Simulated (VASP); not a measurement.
Mg3SiO: single point with r2SCAN

Crystal: Mg3SiO.

```
Si O Mg
1.0
     4.18363    0.00000    0.00000
     0.00000    4.18363    0.00000
     0.00000    0.00000    4.18363
Si O Mg
1 1 3
Direct
  0.00000 0.00000 0.00000
  0.50000 0.50000 0.50000
  0.50000 0.50000 0.00000
  0.50000 0.00000 0.50000
  0.00000 0.50000 0.50000
```

```yaml
Program: VASP 6.6.1
Task: single point
Functional: r2SCAN
Potentials_or_basis: VASP PAW PBE potentials, release 64 (Si, O, Mg)
Cutoff: 520 eV
k_mesh: 6 × 6 × 6
Occupations: fermi-dirac, width 0.02 eV
Spin: no spin polarisation
Dipole_correction: no
Further_INCAR_settings: ALGO = Normal; EDIFF = 1e-06; NBANDS = 16
```

```yaml
Pressure: -0.6 GPa
Band_gap_on_the_k_mesh: 0.26 eV
```

Levels at points of the mesh, in eV from the valence-band top:
| k point | band 4 | band 5 | band 6 | band 7 | band 8 | band 9 | band 10 | band 11 | band 12 | band 13 |
| --- | --- | --- | --- | --- | --- | --- | --- | --- | --- | --- |
| (0.00, 0.00, 0.00) | -6.58 | -6.58 | -0.44 | -0.44 | -0.44 | 0.87 | 0.87 | 2.59 | 6.21 | 6.21 |
| (0.50, 0.00, 0.00) | -6.44 | -5.67 | -4.92 | -0.65 | -0.65 | 1.89 | 3.70 | 4.40 | 4.40 | 5.28 |
| (0.50, 0.50, 0.00) | -7.53 | -6.36 | -2.81 | -2.81 | 0.00 | 0.26 | 2.87 | 3.36 | 3.36 | 7.47 |
| (0.50, 0.50, 0.50) | -7.06 | -6.69 | -3.63 | -3.63 | -3.63 | 2.11 | 2.11 | 2.11 | 5.26 | 10.30 |

It took 32 s on 1 thread of Intel(R) Xeon(R) 6975P-C (Granite Rapids) (shared host), peak memory 0.19 GiB.

Caveat: the PAW data sets were made with another functional, which shifts forces and pressure a little. A k mesh can miss the band edges.
